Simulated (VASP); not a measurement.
The system is CsPbCl3.

```
CELL_PARAMETERS angstrom
5.60500 0.00000 0.00000
0.00000 5.60500 0.00000
0.00000 0.00000 5.60500
ATOMIC_POSITIONS crystal
Cs 0.00000 0.00000 0.00000
Pb 0.50000 0.50000 0.50000
Cl 0.50000 0.50000 0.00000
Cl 0.00000 0.50000 0.50000
Cl 0.50000 0.00000 0.50000
```

* Program: VASP 6.6.1
* Task: relaxation of cell and atoms
* Functional: RPBE
* Potentials or basis: VASP PAW PBE potentials, release 64 (Cs_sv, Pb_d, Cl)
* Cutoff: 600 eV
* k mesh: 4 × 4 × 4
* Occupations: gaussian, width 0.01 eV
* Spin: no spin polarisation

At the start: pressure 3.4 GPa; volume 35.22 Å³/atom.

Q: How do energy, volume and symmetry change on relaxing?

A: Over 4 steps the energy falls by 46.7 meV/atom and the volume is 40.24 Å³/atom (+14.3 %); space group Pm-3m (No. 221, to 0.05 Å).

Step by step:
```tsv
step	energy change (eV)	largest force (eV/Å)	pressure (GPa)	volume (Å³)
1	0.0000	0.0000	3.38	176.09
2	-0.2245	0.0000	0.55	195.68
3	-0.2335	0.0000	-0.06	201.84
4	-0.2337	0.0000	0.00	201.20
```

Final structure:
```
Cs Pb Cl
1.0
     5.85970    0.00000    0.00000
     0.00000    5.85970    0.00000
     0.00000    0.00000    5.85970
Cs Pb Cl
1 1 3
Direct
  0.00000 0.00000 0.00000
  0.50000 0.50000 0.50000
  0.50000 0.50000 0.00000
  0.00000 0.50000 0.50000
  0.50000 0.00000 0.50000
```

Caveat: the PAW data sets were made with another functional, which shifts forces and pressure a little; the volume moved by +14 % from the deposited cell, more than functionals usually miss.
